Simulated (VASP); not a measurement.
# BP (F-43m) in VASP: settings compared

BP is run at these levels: PBE, LDA, PBEsol; tasks: vibrations by perturbation theory, electric field gradients, dielectric tensor.

All numbers are computed with VASP 6.6.1; they aren't measurements. Logs are shortened: lines on timing, memory, paths and dates and some standing lists are left out, and cuts for length are marked.

### 1 The cell of the first run

It takes space group F-43m (No. 216, cubic). Conventional cell: a = 4.538 Å, b = 4.538 Å, c = 4.538 Å, α = 90.00°, β = 90.00°, γ = 90.00°. Within 2.6 Å of P (site symmetry -43m) lie 4 B at 1.97 Å. B (site symmetry -43m) has 4 P at 1.97 Å within 2.6 Å.

### 2 Vibrations by perturbation theory, PBE

File INCAR:

```
PREC = Accurate
ENCUT = 520
EDIFF = 1E-8
ISMEAR = 0
SIGMA = 0.01
LREAL = F
LASPH = T
NELM = 80
ALGO = Normal
ISIF = 2
LWAVE = F
LCHARG = F
GGA = PE
NBANDS = 11
IBRION = 8
NSW = 1
LEPSILON = T
```

File KPOINTS:

```
Automatic mesh
0
Gamma
  7 7 7
```

File POSCAR:

```
BP
1.0
    0.0000000000      2.2690000000      2.2690000000
    2.2690000000      0.0000000000      2.2690000000
    2.2690000000      2.2690000000      0.0000000000
P B
1 1
Direct
    0.7500000000      0.7500000000      0.7500000000
    0.0000000000      0.0000000000      0.0000000000
```

Potentials or basis: VASP PAW PBE potentials, release 64 (P, B).

The run is started by

```
$ cat potpaw_PBE.64/P/POTCAR potpaw_PBE.64/B/POTCAR > POTCAR
$ mpirun -np 1 vasp_std > vasp.out
```

OUTCAR:

```text
PREC = Accurate
   ENCUT = 520
   EDIFF = 1E-8
   ISMEAR = 0
   LREAL = F
   LASPH = T
   NELM = 80
   ISIF = 2
   GGA = PE
   IBRION = 8
   NSW = 1
   LEPSILON = T

 ion  position               nearest neighbor table
   1  0.750  0.750  0.750-   2 1.97   2 1.97   2 1.97   2 1.97
   2  0.000  0.000  0.000-   1 1.97   1 1.97   1 1.97   1 1.97

  LATTYP: Found a face centered cubic cell.
 ALAT       =     4.5380000000

  Lattice vectors:

 A1 = (   0.0000000000,   2.2690000000,   2.2690000000)
 A2 = (   2.2690000000,   0.0000000000,   2.2690000000)
 A3 = (   2.2690000000,   2.2690000000,   0.0000000000)

Analysis of symmetry for initial positions (statically):
=====================================================================
 Subroutine PRICEL returns:
 Original cell was already a primitive cell.

 Routine SETGRP: Setting up the symmetry group for a
 face centered cubic supercell.

 Subroutine GETGRP returns: Found 24 space group operations
 (whereof 24 operations were pure point group operations)
 out of a pool of 48 trial point group operations.

The static configuration has the point symmetry T_d .

Analysis of symmetry for dynamics (positions and initial velocities):
=====================================================================
 Subroutine PRICEL returns:
 Original cell was already a primitive cell.

 Routine SETGRP: Setting up the symmetry group for a
 face centered cubic supercell.

 Subroutine GETGRP returns: Found 24 space group operations
 (whereof 24 operations were pure point group operations)
 out of a pool of 48 trial point group operations.

The dynamic configuration has the point symmetry T_d .

 Subroutine INISYM returns: Found 24 space group operations
 (whereof 24 operations are pure point group operations),
 and found     1 'primitive' translations

----------------------------------------------------------------------------------------

                                     Primitive cell

  volume of cell :      23.3633

  direct lattice vectors                    reciprocal lattice vectors
     0.000000000  2.269000000  2.269000000    -0.220361393  0.220361393  0.220361393
     2.269000000  0.000000000  2.269000000     0.220361393 -0.220361393  0.220361393
     2.269000000  2.269000000  0.000000000     0.220361393  0.220361393 -0.220361393

  length of vectors
     3.208850573  3.208850573  3.208850573     0.381677128  0.381677128  0.381677128

  position of ions in fractional coordinates (direct lattice)
     0.750000000  0.750000000  0.750000000
     0.000000000  0.000000000  0.000000000

  ion indices of the primitive-cell ions
   primitive index   ion index
                 1           1
                 2           2

----------------------------------------------------------------------------------------

 KPOINTS: Automatic mesh

Automatic generation of k-mesh.
 Grid dimensions read from file:
 generate k-points for:    7    7    7

 Generating k-lattice:

  Cartesian coordinates                     Fractional coordinates (reciprocal lattice)
    -0.031480199  0.031480199  0.031480199     0.142857143  0.000000000  0.000000000
[... 421 lines left out ...]
  ---------------------------------------------------
  ---------------------------------------------------
  free energy    TOTEN  =        -0.60714288 eV

  energy without entropy =       -0.60714288

------------------------ aborting loop because EDIFF is reached ----------------------------------------

--------------------------------------- Ionic step        2  -------------------------------------------

------------------------ aborting loop because EDIFF is reached ----------------------------------------

--------------------------------------- Ionic step        3  -------------------------------------------

------------------------ aborting loop because EDIFF is reached ----------------------------------------

 PIEZOELECTRIC TENSOR FIELD DIRECTION 3  (e Angst)
 -----------------------------------------------------------------------------
    -0.00007 -0.15152  0.00000           ( -0.00000 -0.08053  0.00000)
    -0.15152 -0.00007  0.00000           ( -0.08053 -0.00000  0.00000)
     0.00000  0.00000 -0.00070           (  0.00000  0.00000 -0.00000)

 PIEZOELECTRIC TENSOR FIELD DIRECTION 3  (C/m^2)
 -----------------------------------------------------------------------------
    -0.00005 -0.10391  0.00000
    -0.10391 -0.00005  0.00000
     0.00000  0.00000 -0.00048

--------------------------------------- Ionic step        4  -------------------------------------------

------------------------ aborting loop because EDIFF is reached ----------------------------------------

[... ionic steps 5 to 6 ...]

--------------------------------------- Ionic step        7  -------------------------------------------

 Free energy of the ion-electron system (eV)
  ---------------------------------------------------
  ---------------------------------------------------
  free energy    TOTEN  =        -0.04214566 eV

  energy without entropy =       -0.04214566

------------------------ aborting loop because EDIFF is reached ----------------------------------------

 INTERNAL STRAIN TENSOR  FOR ION    2  DIRECTION 1   (eV/Angst):
 -----------------------------------------------------------------------------
    -0.00763  0.00000  0.00000
     0.00000  0.00247 -7.15967
     0.00000 -7.15967  0.00247

 MACROSCOPIC STATIC DIELECTRIC TENSOR (including local field effects in DFT)
 ------------------------------------------------------
           9.803027     0.000000     0.000000
           0.000000     9.803027     0.000000
           0.000000    -0.000000     9.803027
 ------------------------------------------------------

 PIEZOELECTRIC TENSOR (including local field effects)  for field in x, y, z        (e  Angst)
          XX          YY          ZZ          XY          YZ          ZX
  --------------------------------------------------------------------------------
  x    -0.00000    -0.00000    -0.00000     0.00000    -0.14368     0.00000
  y    -0.00000     0.00000    -0.00000     0.00000     0.00000    -0.14368
  z     0.00000     0.00000    -0.00000    -0.14368     0.00000     0.00000

 PIEZOELECTRIC TENSOR (including local field effects)  for field in x, y, z        (C/m^2)
          XX          YY          ZZ          XY          YZ          ZX
  --------------------------------------------------------------------------------
  x    -0.00000    -0.00000    -0.00000     0.00000    -0.09853     0.00000
  y    -0.00000     0.00000    -0.00000     0.00000     0.00000    -0.09853
  z     0.00000     0.00000    -0.00000    -0.09853     0.00000     0.00000

 BORN EFFECTIVE CHARGES (including local field effects) (in |e|, cummulative output)
 ---------------------------------------------------------------------------------
 ion    1
    1     0.48292     0.00000     0.00000
    2     0.00000     0.48292     0.00000
    3     0.00000     0.00000     0.48292
 ion    2
    1    -0.48292    -0.00000     0.00000
    2    -0.00000    -0.48292    -0.00000
    3    -0.00000    -0.00000    -0.48292

 INTERNAL STRAIN TENSOR FOR ION    2 for displacements in x,y,z  (eV/Angst):
          X           Y           Z          XY          YZ          ZX
  --------------------------------------------------------------------------------
  x     0.00000    -0.00000     0.00000     0.00000    -7.15967     0.00000
  y    -0.00000     0.00000     0.00000     0.00000     0.00000    -7.15967
  z    -0.00000     0.00000     0.00000    -7.15967     0.00000     0.00000

 SECOND DERIVATIVES (NOT SYMMETRIZED)
 ------------------------------------
               1X          1Y          1Z          2X          2Y          2Z
  1X   -19.080920    0.000000    0.000000   19.080920    0.000000    0.000000
  1Y     0.000000  -19.080920    0.000000    0.000000   19.080920    0.000000
  1Z     0.000000    0.000000  -19.080920    0.000000    0.000000   19.080920
  2X    19.083821    0.000000    0.000000  -19.083821    0.000000    0.000000
  2Y     0.000000   19.083821    0.000000    0.000000  -19.083821    0.000000
  2Z     0.000000    0.000000   19.083821    0.000000    0.000000  -19.083821

 Eigenvectors and eigenvalues of the dynamical matrix
 ----------------------------------------------------

   1 f  =   24.124231 THz   151.577014 2PiTHz  804.697731 cm-1    99.769758 meV
             X         Y         Z           dx          dy          dz
      3.403500  3.403500  3.403500    -0.000000   -0.508626   -0.000000
      0.000000  0.000000  0.000000     0.000000    0.860988   -0.000000
[... 21 lines left out ...]
   6 f/i=    0.000803 THz     0.005046 2PiTHz    0.026788 cm-1     0.003321 meV
             X         Y         Z           dx          dy          dz
      3.403500  3.403500  3.403500     0.027481    0.102981    0.854365
      0.000000  0.000000  0.000000     0.016234    0.060835    0.504713

--------------------------------------------------------------------------------------------------------

 MACROSCOPIC STATIC DIELECTRIC TENSOR IONIC CONTRIBUTION
 ------------------------------------------------------
           0.094657     0.000000    -0.000000
           0.000000     0.094657    -0.000000
          -0.000000    -0.000000     0.094657
 ------------------------------------------------------

 ELASTIC MODULI CONTR FROM IONIC RELAXATION (kBar)
 Direction    XX          YY          ZZ          XY          YZ          ZX
 --------------------------------------------------------------------------------
 XX          -0.0000      0.0000     -0.0000     -0.0000      0.0000     -0.0000
 YY           0.0000     -0.0000      0.0000      0.0000     -0.0000      0.0000
 ZZ          -0.0000      0.0000     -0.0000      0.0000      0.0000     -0.0000
 XY          -0.0000      0.0000      0.0000   -174.6721      0.0000      0.0000
 YZ           0.0000     -0.0000      0.0000      0.0000   -174.6721     -0.0000
 ZX          -0.0000      0.0000     -0.0000      0.0000     -0.0000   -174.6721
 --------------------------------------------------------------------------------

 PIEZOELECTRIC TENSOR IONIC CONTR  for field in x, y, z        (C/m^2)
          XX          YY          ZZ          XY          YZ          ZX
  --------------------------------------------------------------------------------
  x    -0.00000     0.00000    -0.00000    -0.00000     0.12099     0.00000
  y     0.00000    -0.00000     0.00000    -0.00000     0.00000     0.12099
  z     0.00000    -0.00000    -0.00000     0.12099    -0.00000    -0.00000
```

Wall time 70 s (1 thread of AMD EPYC 9R45 (Zen 5), shared host); peak memory 0.14 GiB.

Results:

* Electronic dielectric tensor (diagonal): 9.80
* Born charges (mean of the diagonal): P +0.48; B -0.48 e
* Highest phonon frequency at Γ, LO-TO splitting left out: 805 cm⁻¹

Phonon frequencies in cm⁻¹ (negative: imaginary):
```
              q point        frequencies
(0.000, 0.000, 0.000)  0 0 0 805 805 805
```

Electronic dielectric tensor:
```
9.80 0.00 0.00
0.00 9.80 0.00
0.00 0.00 9.80
```

Born effective charge tensors (e):
atom 1, P
```
0.48 0.00 0.00
0.00 0.48 0.00
0.00 0.00 0.48
```
atom 2, B
```
-0.48  0.00  0.00
 0.00 -0.48  0.00
 0.00  0.00 -0.48
```

### 3 Electric field gradients, PBE

File INCAR:

```
PREC     = Accurate       # precision mode
ENCUT    = 520            # plane-wave cutoff, eV
EDIFF    = 1E-8           # SCF threshold, eV
ISMEAR   = -1             # smearing method
SIGMA    = 0.05           # smearing width, eV
LREAL    = False          # projectors in reciprocal space
LASPH    = True           # aspherical terms in the spheres
NELM     = 100            # most SCF steps
ALGO     = Normal         # electronic algorithm
ISIF     = 2              # what is computed and relaxed
LWAVE    = False          # write WAVECAR
LCHARG   = False          # write CHGCAR
GGA      = PE             # functional
LEFG     = True         
NBANDS   = 11             # bands
```

File KPOINTS:

```
Automatic mesh
0
Gamma
  10 10 10
```

POSCAR is that of step 2.

Potentials or basis: VASP PAW PBE potentials, release 64 (P, B).

The run is started by

```
$ cat potpaw_PBE.64/P/POTCAR potpaw_PBE.64/B/POTCAR > POTCAR
$ mpirun -np 1 vasp_std > vasp.out
```

OUTCAR:

```text
PREC = Accurate
   ENCUT = 520
   EDIFF = 1E-8
   ISMEAR = -1
   LREAL = False
   LASPH = True
   NELM = 100
   ISIF = 2
   GGA = PE

 ion  position               nearest neighbor table
   1  0.750  0.750  0.750-   2 1.97   2 1.97   2 1.97   2 1.97
   2  0.000  0.000  0.000-   1 1.97   1 1.97   1 1.97   1 1.97

  LATTYP: Found a face centered cubic cell.
 ALAT       =     4.5380000000

  Lattice vectors:

 A1 = (   0.0000000000,   2.2690000000,   2.2690000000)
 A2 = (   2.2690000000,   0.0000000000,   2.2690000000)
[... 546 lines left out ...]
  FREE ENERGIE OF THE ION-ELECTRON SYSTEM (eV)
  ---------------------------------------------------
  free  energy   TOTEN  =       -12.9304808849 eV

  energy  without entropy=      -12.9304808343  energy(sigma->0) =      -12.93048086

 Electric field gradients (V/A^2)
---------------------------------------------------------------------
 ion       V_xx      V_yy      V_zz      V_xy      V_xz      V_yz
---------------------------------------------------------------------
   1      -0.000    -0.000    -0.000    -0.000    -0.000    -0.000
   2      -0.000     0.000    -0.000     0.000     0.000     0.000
---------------------------------------------------------------------

 Electric field gradients after diagonalization (V/A^2)
 (convention: |V_zz| > |V_xx| > |V_yy|)
----------------------------------------------------------------------
 ion       V_xx      V_yy      V_zz     asymmetry (V_yy - V_xx)/ V_zz
----------------------------------------------------------------------
   1       0.000     0.000    -0.000       0.000
   2      -0.000    -0.000     0.000       0.000
----------------------------------------------------------------------

           NMR quadrupolar parameters

 Cq : quadrupolar parameter    Cq=e*Q*V_zz/h
 eta: asymmetry parameters     (V_yy - V_xx)/ V_zz
 Q  : nuclear electric quadrupole moment in mb (millibarn)
----------------------------------------------------------------------
 ion       Cq(MHz)       eta       Q (mb)
----------------------------------------------------------------------
   1      -0.000       0.000       1.000
   2       0.000       0.000       1.000
----------------------------------------------------------------------
```

stdout:

```text
POSCAR found type information on POSCAR P B
 POSCAR found :  2 types and       2 ions
 scaLAPACK will be used
 LDA part: xc-table for (Slater+PW92), standard interpolation
 POSCAR, INCAR and KPOINTS ok, starting setup
 FFT: planning ... GRIDC
 FFT: planning ... GRID_SOFT
 FFT: planning ... GRID
 WAVECAR not read
 entering main loop
ion   1

ion   2
```

It took 9.6 s on 1 thread of AMD EPYC 7R13 (Zen 3), shared host; peak memory 0.11 GiB.

What came out:

```yaml
Free_energy: -12.9305 eV
Pressure: 0.9 GPa
Band_gap_on_the_k_mesh: 1.24 eV, indirect (least direct gap 3.40 eV)
```

Levels at points of the mesh, in eV from the valence-band top:
| k point | band 2 | band 3 | band 4 | band 5 | band 6 | band 7 |
| --- | --- | --- | --- | --- | --- | --- |
| (0.00, 0.00, 0.00) | 0.00 | 0.00 | 0.00 | 3.40 | 3.40 | 3.40 |
| (0.50, 0.00, 0.00) | -9.03 | -1.76 | -1.76 | 3.78 | 4.71 | 4.71 |
| (0.50, 0.50, 0.00) | -8.58 | -4.11 | -4.11 | 1.33 | 1.66 | 12.12 |

Caveat: without QUAD_EFG the Cq values of the log hold for a quadrupole moment of 1 mb, not for the nuclei. Expect the measured gap to be larger: semilocal functionals such as PBE lack the derivative discontinuity.

(Part 1 of 2 ends here.)
